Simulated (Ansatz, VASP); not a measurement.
Hf in VASP and in Ansatz

```xyz
1
Lattice="2.9918 0.0000 0.0000 -1.4959 2.5910 0.0000 0.0000 0.0000 3.0100" Properties=species:S:1:pos:R:3 pbc="T T T"
Hf    0.0000    0.0000    1.5050
```

Alike in both runs: functional PBE; k mesh 24 × 24 × 18; occupations gaussian, width 0.1 eV; no spin polarisation.

Ansatz relaxed the structure, and its values are those at the end. VASP's run is a single point on that final structure, the one shown.

|  | VASP | Ansatz |
| --- | --- | --- |
| version | VASP 6.6.1 | Ansatz 0.2.0 |
| potentials or method | VASP PAW PBE potentials, release 64 (Hf_pv), cutoff 520 eV | scalar-relativistic, plane waves, PAW |
| valence electrons in the cell | 10 | 26 |

Ansatz gave:

| Property | Result |
| --- | --- |
| gap on the k mesh at the Fermi level (eV) | none |
| pressure (GPa) | 0.0 |

Q: Which values does VASP return?

A: gap on the k mesh at the Fermi level (eV): none; pressure (GPa): -0.3.

A gap of «none» marks a metal or a gap that the smearing closes. With one functional, cell and mesh, what is left measures potentials, basis and numerics. VASP's potentials hold 10 valence electrons a cell and Ansatz's 26, so a difference there can come from the potentials and not from the codes.

Spin-orbit coupling is off throughout.
